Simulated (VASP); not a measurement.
A run of VASP 6.6.1:

Contents of INCAR:

```
PREC = Accurate
ENCUT = 520
EDIFF = 1E-6
ISMEAR = 0
SIGMA = 0.05
LREAL = F
LASPH = T
NELM = 60
ALGO = Normal
ISIF = 2
LWAVE = F
LCHARG = F
GGA = PE
NBANDS = 15
```

File KPOINTS:

```
Automatic mesh
0
Gamma
  12 12 12
```

POSCAR

```
CaO
1.0
    0.0000000000      2.3992111917      2.3992111917
    2.3992111917      0.0000000000      2.3992111917
    2.3992111917      2.3992111917      0.0000000000
Ca O
1 1
Direct
    0.5000000000      0.5000000000      0.5000000000
    0.0000000000      0.0000000000      0.0000000000
```

Potentials or basis: VASP PAW PBE potentials, release 64 (Ca_sv, O).

Run with:

```console
$ cat potpaw_PBE.64/Ca_sv/POTCAR potpaw_PBE.64/O/POTCAR > POTCAR
$ mpirun -np 1 vasp_std > vasp.out
```

Hardware: 1 thread of Intel(R) Xeon(R) Platinum 8488C (Sapphire Rapids) (shared host).

Question: How long does it take, and how much memory?

Answer: Run time: 18 s on 1 thread of Intel(R) Xeon(R) Platinum 8488C (Sapphire Rapids), on a shared host, peak memory 0.17 GiB. Counts: scf iterations 12, k points 72.
